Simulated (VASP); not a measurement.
# CoPdO2 (R-3m) in VASP: a series of runs

The runs below take CoPdO2 through single point, with LDA+U.

Program: VASP 6.6.1. These are calculated values, not measurements. Logs are shortened: lines on timing, memory, paths and dates and some standing lists are left out, and cuts for length are marked.

## 1. The cell of the first run

The structure is trigonal, space group R-3m (No. 166). Conventional cell: a = 2.845 Å, b = 2.845 Å, c = 17.880 Å, α = 90.00°, β = 90.00°, γ = 120.00°. Co (site symmetry -3m) has 6 O at 1.91 Å within 2.5 Å. Pd (site symmetry -3m) has 2 O at 2.01 Å within 2.7 Å. Within 2.6 Å of O (site symmetry 3m) lie 3 Co at 1.91 Å and 1 Pd at 2.01 Å and 3 O at 2.55 Å.

## 2. Single point, LDA+U, collinear spin

The input, INCAR:

```
ALGO = Normal
EDIFF = 1E-6
ENCUT = 600
GGA = CA
GGA_COMPAT = False
ISIF = 2
ISMEAR = 0
ISPIN = 2
LASPH = True
LCHARG = False
LDAU = True
LDAUJ = 0 0 0
LDAUL = 2 2 -1
LDAUPRINT = 1
LDAUTYPE = 2
LDAUU = 1 1 0
LMAXMIX = 4
LORBIT = 11
LREAL = False
LWAVE = False
MAGMOM = 0.01 0.04 0 0
NBANDS = 28
NELM = 200
PREC = Accurate
SIGMA = 0.05
```

The input, KPOINTS:

```
k-points
0
Gamma
  8 8 8
```

The input, POSCAR:

```
CoPdO2
1.0
    1.4224998100      0.8212806500      5.9600012600
   -1.4224998100      0.8212806500      5.9600012600
    0.0000000000     -1.6425613000      5.9600012600
Co Pd O
1 1 2
Direct
    0.5000000000      0.5000000000      0.5000000000
    0.0000000000      0.0000000000      0.0000000000
    0.1121500000      0.1121500000      0.1121500000
    0.8878500000      0.8878500000      0.8878500000
```

Potentials or basis: VASP PAW LDA potentials, release 64 (Co, Pd, O).

The run is started by

```console
> cat potpaw_LDA.64/Co/POTCAR potpaw_LDA.64/Pd/POTCAR potpaw_LDA.64/O/POTCAR > POTCAR
> mpirun -np 1 vasp_std > vasp.out
```

OUTCAR:

```text
EDIFF = 1E-6
   ENCUT = 600
   GGA = CA
   ISIF = 2
   ISMEAR = 0
   ISPIN = 2
   LASPH = True
   LORBIT = 11
   LREAL = False
   NELM = 200
   PREC = Accurate

 ion  position               nearest neighbor table
   1  0.500  0.500  0.500-   3 1.91   3 1.91   4 1.91   4 1.91   3 1.91   4 1.91
   2  0.000  0.000  0.000-   3 2.01   4 2.01
   3  0.112  0.112  0.112-   1 1.91   1 1.91   1 1.91   2 2.01
   4  0.888  0.888  0.888-   1 1.91   1 1.91   1 1.91   2 2.01

  LATTYP: Found a trigonal (rhomboedric) cell.
 ALAT       =     6.1822020862
 COS(alpha) =     0.8941116852

  Lattice vectors:

 A1 = (   1.4224998100,   0.8212806500,   5.9600012600)
 A2 = (  -1.4224998100,   0.8212806500,   5.9600012600)
 A3 = (   0.0000000000,  -1.6425613000,   5.9600012600)

Analysis of symmetry for initial positions (statically):
=====================================================================
 Subroutine PRICEL returns:
 Original cell was already a primitive cell.

 Routine SETGRP: Setting up the symmetry group for a
 trigonal (rhombohedral) supercell.

 Subroutine GETGRP returns: Found 12 space group operations
 (whereof 12 operations were pure point group operations)
 out of a pool of 12 trial point group operations.

The static configuration has the point symmetry D_3d.

Analysis of symmetry for dynamics (positions and initial velocities):
=====================================================================
 Subroutine PRICEL returns:
 Original cell was already a primitive cell.

 Routine SETGRP: Setting up the symmetry group for a
 trigonal (rhombohedral) supercell.

 Subroutine GETGRP returns: Found 12 space group operations
 (whereof 12 operations were pure point group operations)
 out of a pool of 12 trial point group operations.

The dynamic configuration has the point symmetry D_3d.

Analysis of structural, dynamic, and magnetic symmetry:
=====================================================================
 Subroutine PRICEL returns:
 Original cell was already a primitive cell.

 Routine SETGRP: Setting up the symmetry group for a
 trigonal (rhombohedral) supercell.

 Subroutine GETGRP returns: Found 12 space group operations
 (whereof 12 operations were pure point group operations)
 out of a pool of 12 trial point group operations.

The overall configuration has the point symmetry D_3d.

 Subroutine INISYM returns: Found 12 space group operations
 (whereof 12 operations are pure point group operations),
 and found     1 'primitive' translations

----------------------------------------------------------------------------------------

                                     Primitive cell

  volume of cell :      41.7774

  direct lattice vectors                    reciprocal lattice vectors
     1.422499810  0.821280650  5.960001260     0.351493896  0.202935095  0.055928400
    -1.422499810  0.821280650  5.960001260    -0.351493896  0.202935095  0.055928400
[... 143 lines left out ...]

spin component  2

  0.7758  0.0000 -0.0000  0.2316 -0.0000
  0.0000  0.5982  0.0000  0.0000  0.2316
 -0.0000  0.0000  0.9409 -0.0000  0.0000
  0.2316  0.0000 -0.0000  0.5982  0.0000
 -0.0000  0.2316  0.0000  0.0000  0.7758

 occupancies and eigenvectors

  o =  0.4390  v =  0.0000  0.0000  0.0000  0.0000  0.0000 -0.5665  0.0000 -0.0000  0.8240 -0.0000      0.0000  0.0000  0.0000  0.0000  0.0000  0.0000  0.0000  0.0000  0.0000  0.0000
  o =  0.4390  v =  0.0000  0.0000  0.0000  0.0000  0.0000  0.0000  0.8240  0.0000  0.0000 -0.5665      0.0000  0.0000  0.0000  0.0000  0.0000  0.0000  0.0000  0.0000  0.0000  0.0000
  o =  0.4404  v = -0.5679  0.0000  0.0000  0.8231 -0.0000  0.0000  0.0000  0.0000  0.0000  0.0000      0.0000  0.0000  0.0000  0.0000  0.0000  0.0000  0.0000  0.0000  0.0000  0.0000
  o =  0.4404  v =  0.0000  0.8231  0.0000 -0.0000 -0.5679  0.0000  0.0000  0.0000  0.0000  0.0000      0.0000  0.0000  0.0000  0.0000  0.0000  0.0000  0.0000  0.0000  0.0000  0.0000
  o =  0.9346  v =  0.8231  0.0000 -0.0000  0.5679  0.0000  0.0000  0.0000  0.0000  0.0000  0.0000      0.0000  0.0000  0.0000  0.0000  0.0000  0.0000  0.0000  0.0000  0.0000  0.0000
  o =  0.9346  v = -0.0000  0.5679 -0.0000 -0.0000  0.8231  0.0000  0.0000  0.0000  0.0000  0.0000      0.0000  0.0000  0.0000  0.0000  0.0000  0.0000  0.0000  0.0000  0.0000  0.0000
  o =  0.9351  v =  0.0000  0.0000  0.0000  0.0000  0.0000 -0.8240  0.0000  0.0000 -0.5665  0.0000      0.0000  0.0000  0.0000  0.0000  0.0000  0.0000  0.0000  0.0000  0.0000  0.0000
  o =  0.9351  v =  0.0000  0.0000  0.0000  0.0000  0.0000  0.0000  0.5665 -0.0000  0.0000  0.8240      0.0000  0.0000  0.0000  0.0000  0.0000  0.0000  0.0000  0.0000  0.0000  0.0000
  o =  0.9409  v =  0.0000  0.0000  0.0000  0.0000  0.0000  0.0000  0.0000  1.0000  0.0000  0.0000      0.0000  0.0000  0.0000  0.0000  0.0000  0.0000  0.0000  0.0000  0.0000  0.0000
  o =  0.9488  v =  0.0000 -0.0000 -1.0000  0.0000 -0.0000  0.0000  0.0000  0.0000  0.0000  0.0000      0.0000  0.0000  0.0000  0.0000  0.0000  0.0000  0.0000  0.0000  0.0000  0.0000

atom =   2  type =  2  l = 2

 onsite density matrix

spin component  1

  0.9005 -0.0000 -0.0000 -0.0058  0.0000
 -0.0000  0.9288 -0.0000 -0.0000 -0.0058
 -0.0000 -0.0000  0.6507 -0.0000  0.0000
 -0.0058 -0.0000 -0.0000  0.9288  0.0000
  0.0000 -0.0058  0.0000  0.0000  0.9005

spin component  2

  0.8864 -0.0000 -0.0000 -0.0070  0.0000
 -0.0000  0.9284 -0.0000 -0.0000 -0.0070
 -0.0000 -0.0000  0.6183 -0.0000  0.0000
 -0.0070 -0.0000 -0.0000  0.9284  0.0000
  0.0000 -0.0070  0.0000  0.0000  0.8864

 occupancies and eigenvectors

  o =  0.6183  v =  0.0000  0.0000  0.0000  0.0000  0.0000 -0.0000  0.0000 -1.0000 -0.0000  0.0000      0.0000  0.0000  0.0000  0.0000  0.0000  0.0000  0.0000  0.0000  0.0000  0.0000
  o =  0.6507  v = -0.0000  0.0000 -1.0000 -0.0000  0.0000  0.0000  0.0000  0.0000  0.0000  0.0000      0.0000  0.0000  0.0000  0.0000  0.0000  0.0000  0.0000  0.0000  0.0000  0.0000
  o =  0.8853  v =  0.0000  0.0000  0.0000  0.0000  0.0000  0.9872 -0.0000 -0.0000  0.1598 -0.0000      0.0000  0.0000  0.0000  0.0000  0.0000  0.0000  0.0000  0.0000  0.0000  0.0000
  o =  0.8853  v =  0.0000  0.0000  0.0000  0.0000  0.0000 -0.0000 -0.1598 -0.0000 -0.0000 -0.9872      0.0000  0.0000  0.0000  0.0000  0.0000  0.0000  0.0000  0.0000  0.0000  0.0000
  o =  0.8993  v =  0.9810 -0.0000 -0.0000  0.1939 -0.0000  0.0000  0.0000  0.0000  0.0000  0.0000      0.0000  0.0000  0.0000  0.0000  0.0000  0.0000  0.0000  0.0000  0.0000  0.0000
  o =  0.8993  v = -0.0000 -0.1939 -0.0000 -0.0000 -0.9810  0.0000  0.0000  0.0000  0.0000  0.0000      0.0000  0.0000  0.0000  0.0000  0.0000  0.0000  0.0000  0.0000  0.0000  0.0000
  o =  0.9295  v =  0.0000  0.0000  0.0000  0.0000  0.0000  0.1598 -0.0000  0.0000 -0.9872  0.0000      0.0000  0.0000  0.0000  0.0000  0.0000  0.0000  0.0000  0.0000  0.0000  0.0000
  o =  0.9295  v =  0.0000  0.0000  0.0000  0.0000  0.0000  0.0000  0.9872 -0.0000 -0.0000 -0.1598      0.0000  0.0000  0.0000  0.0000  0.0000  0.0000  0.0000  0.0000  0.0000  0.0000
  o =  0.9300  v =  0.1939 -0.0000  0.0000 -0.9810  0.0000  0.0000  0.0000  0.0000  0.0000  0.0000      0.0000  0.0000  0.0000  0.0000  0.0000  0.0000  0.0000  0.0000  0.0000  0.0000
  o =  0.9300  v =  0.0000  0.9810 -0.0000 -0.0000 -0.1939  0.0000  0.0000  0.0000  0.0000  0.0000      0.0000  0.0000  0.0000  0.0000  0.0000  0.0000  0.0000  0.0000  0.0000  0.0000

 number of electron      30.9999998 magnetization       0.0959609

 Free energy of the ion-electron system (eV)
  ---------------------------------------------------
  ext. energy  EPLUGINS =         0.00000000
  ---------------------------------------------------
  free energy    TOTEN  =       -28.45754280 eV

  energy without entropy =      -28.45333945  energy(sigma->0) =      -28.45544113

 E-fermi :   7.0192     XC(G=0): -12.8596

 val. band max:        7.0091016638   @ k =   0.5000   0.5000   0.1250
 cond. band min:       7.0267528659   @ k =  -0.3750   0.2500   0.2500
 fundamental gap:      0.0176512020
 Fermi energy:         7.0191535035

 spin component 1

 k-point     1 :       0.0000    0.0000    0.0000
  band No.  band energies     occupation
      1     -13.2647      1.00000
      2     -11.3748      1.00000
      3      -1.2630      1.00000
      4       1.2884      1.00000
      5       1.2884      1.00000
      6       2.2256      1.00000
[... 1433 lines left out ...]
     26      25.3787      0.00000
     27      26.3735      0.00000

 [... further k-points ...]

 [bands above 27 left out]

------------------------ aborting loop because EDIFF is reached ----------------------------------------

  FORCE on cell =-STRESS in cart. coord.  units (eV):
  Direction    XX          YY          ZZ          XY          YZ          ZX
  --------------------------------------------------------------------------------------
  -------------------------------------------------------------------------------------
  Total       -3.7758864     -3.7758865     -5.3230258     -0.0000000      0.0000000      0.0000000
  in kB     -144.8065138   -144.8065144   -204.1398286     -0.0000000      0.0000000      0.0000000
  external PRESSURE =    -164.5842856 kB  Pullay stress =       0.0000000 kB

 VOLUME and BASIS-vectors are now :
 -----------------------------------------------------------------------------
  energy-cutoff  :      600.00
  volume of cell :       41.78
      direct lattice vectors                 reciprocal lattice vectors
     1.422499810  0.821280650  5.960001260     0.351493896  0.202935095  0.055928400
    -1.422499810  0.821280650  5.960001260    -0.351493896  0.202935095  0.055928400
     0.000000000 -1.642561300  5.960001260     0.000000000 -0.405870190  0.055928400

 POSITION                                       TOTAL-FORCE (eV/Angst)
 -----------------------------------------------------------------------------------
      0.00000      0.00000      8.94000         0.000000     -0.000000      0.000000
      0.00000      0.00000      0.00000         0.000000     -0.000000      0.000000
      0.00000      0.00000      2.00524         0.000000     -0.000000      0.313160
      0.00000      0.00000     15.87476         0.000000      0.000000     -0.313160
 -----------------------------------------------------------------------------------
    total drift:                               -0.000000     -0.000000      0.000000

  FREE ENERGIE OF THE ION-ELECTRON SYSTEM (eV)
  ---------------------------------------------------
  free  energy   TOTEN  =       -28.4575428030 eV

  energy  without entropy=      -28.4533394512  energy(sigma->0) =      -28.45544113

 total charge

# of ion       s       p       d       tot
------------------------------------------
    1        0.428   0.653   7.352   8.433
    2        0.464   0.452   8.515   9.431
    3        1.542   3.411   0.000   4.953
    4        1.542   3.411   0.000   4.953
--------------------------------------------------
tot          3.976   7.928  15.866  27.770

 magnetization (x)

# of ion       s       p       d       tot
------------------------------------------
    1        0.000   0.000   0.010   0.010
    2        0.008   0.006   0.061   0.074
    3        0.000   0.003   0.000   0.003
    4        0.000   0.003   0.000   0.003
--------------------------------------------------
tot          0.009   0.012   0.071   0.091
```

It took 26 min on 1 thread of Oxide Virtual Turin-like, shared host; peak memory 0.36 GiB.

Results:

```yaml
Free_energy: -28.4575 eV
Pressure: -16.5 GPa
Largest_force: 0.313 eV/Å
Net_moment: 0.10 μB per cell
Site_moments: Co +0.01; Pd +0.07; O +0.00 μB
Valence_electrons_inside_the_program's_atomic_spheres: Co 8.43; Pd 9.43; O 4.95
```

Forces on the atoms (eV/Å):
```
Co   0.000  0.000  0.000
Pd   0.000  0.000  0.000
O    0.000  0.000  0.313
O    0.000  0.000 -0.313
```

Levels at points of the mesh, in eV from the Fermi level:
Spin up:
```csv
k point,band 13,band 14,band 15,band 16,band 17,band 18,band 19,band 20
"(0.00, 0.00, 0.00)",-1.66,-1.38,-1.38,-0.98,2.27,2.27,3.17,6.64
"(0.50, 0.00, 0.00)",-0.97,-0.70,-0.26,1.01,1.54,1.86,3.77,8.47
"(0.50, 0.50, 0.00)",-0.97,-0.74,-0.26,0.36,2.17,2.28,3.80,9.21
"(0.50, 0.50, 0.50)",-1.54,-0.63,-0.63,-0.49,1.98,1.98,4.34,5.52
```
Spin down:
```csv
k point,band 12,band 13,band 14,band 15,band 16,band 17,band 18,band 19,band 20,band 21
"(0.00, 0.00, 0.00)",-1.65,-1.65,-1.36,-1.36,-0.96,2.28,2.28,3.21,6.65,9.48
"(0.50, 0.00, 0.00)",-1.20,-0.97,-0.68,-0.19,1.08,1.55,1.87,3.80,8.50,10.85
"(0.50, 0.50, 0.00)",-1.50,-0.96,-0.72,-0.19,0.40,2.18,2.32,3.83,9.24,9.89
"(0.50, 0.50, 0.50)",-1.53,-1.53,-0.61,-0.61,-0.47,1.99,1.99,4.38,5.53,9.45
```

Eigenvalues of the final occupation matrices:
| site | spin | trace | eigenvalues |
| --- | --- | --- | --- |
| site 1 d | 1 | 3.70 | 0.44 0.44 0.93 0.93 0.95 |
| site 1 d | 2 | 3.69 | 0.44 0.44 0.94 0.94 0.94 |
| site 2 d | 1 | 4.31 | 0.65 0.90 0.90 0.93 0.93 |
| site 2 d | 2 | 4.25 | 0.62 0.89 0.89 0.93 0.93 |

Caveat: the stress differs along the axes, from -20 to -14 GPa.

## 3. Single point, LDA+U, collinear spin, ferromagnetic start

The input, INCAR:

```
PREC = Accurate
ENCUT = 600
EDIFF = 1E-6
ISMEAR = 0
SIGMA = 0.05
LREAL = False
LASPH = True
NELM = 200
ALGO = Normal
ISIF = 2
LWAVE = False
LCHARG = True
ISPIN = 2
MAGMOM = 3.12 0.79 0.54 0.54
LORBIT = 11
NUPDOWN = 5.0
LMAXMIX = 4
LDAU = True
LDAUTYPE = 2
LDAUL = 2 2 -1
LDAUU = 1 1 0
LDAUJ = 0 0 0
LDAUPRINT = 1
GGA = CA
LELF = True
LVHAR = True
NBANDS = 28
GGA_COMPAT = False
```

The input, KPOINTS:

```
regular mesh
0
Gamma
  8 8 8
```

POSCAR is that of step 2.

Potentials or basis: VASP PAW LDA potentials, release 64 (Co, Pd, O).

The run is started by

```console
> cat potpaw_LDA.64/Co/POTCAR potpaw_LDA.64/Pd/POTCAR potpaw_LDA.64/O/POTCAR > POTCAR
> mpirun -np 1 vasp_std > vasp.out
```

Wall time 21 min (1 thread of Oxide Virtual Turin-like, shared host); peak memory 0.36 GiB.

Results (log left out):

```
Free energy                                           : -26.1368 eV
Pressure                                              : 9.7 GPa
Largest force                                         : 2.031 eV/Å
Net moment                                            : 5.00 μB per cell
Site moments                                          : Co +2.98; Pd +0.92; O +0.48 μB
Valence electrons inside the program's atomic spheres : Co 8.26; Pd 9.41; O 5.01
```

Forces in eV/Å, atoms in the order of the input:
```
Co   0.000  0.000  0.000
Pd   0.000  0.000  0.000
O    0.000  0.000 -2.031
O    0.000  0.000  2.031
```

Stress tensor (GPa, compression positive):
```
 8.50  0.00  0.00
 0.00  8.50  0.00
 0.00  0.00 12.23
```

Eigenvalues of the final occupation matrices:
```
    site  spin  trace               eigenvalues
site 1 d     1   5.05  0.97 0.98 0.98 1.06 1.06
site 1 d     2   2.12  0.35 0.35 0.45 0.45 0.52
site 2 d     1   4.68  0.89 0.93 0.93 0.96 0.96
site 2 d     2   3.84  0.54 0.78 0.78 0.87 0.87
```

Caveat: the cell stands under pressure; the total moment is fixed, so each spin has its own Fermi level and the state may be an excited one; a cell with one magnetic atom can't hold antiferromagnetic order, which such compounds often take; forces of over 1 eV/Å act on the atoms, so gaps and moduli don't describe the material at rest. The state reached can hang on the start; a lower one may exist.

(Part 1 of 2 ends here.)
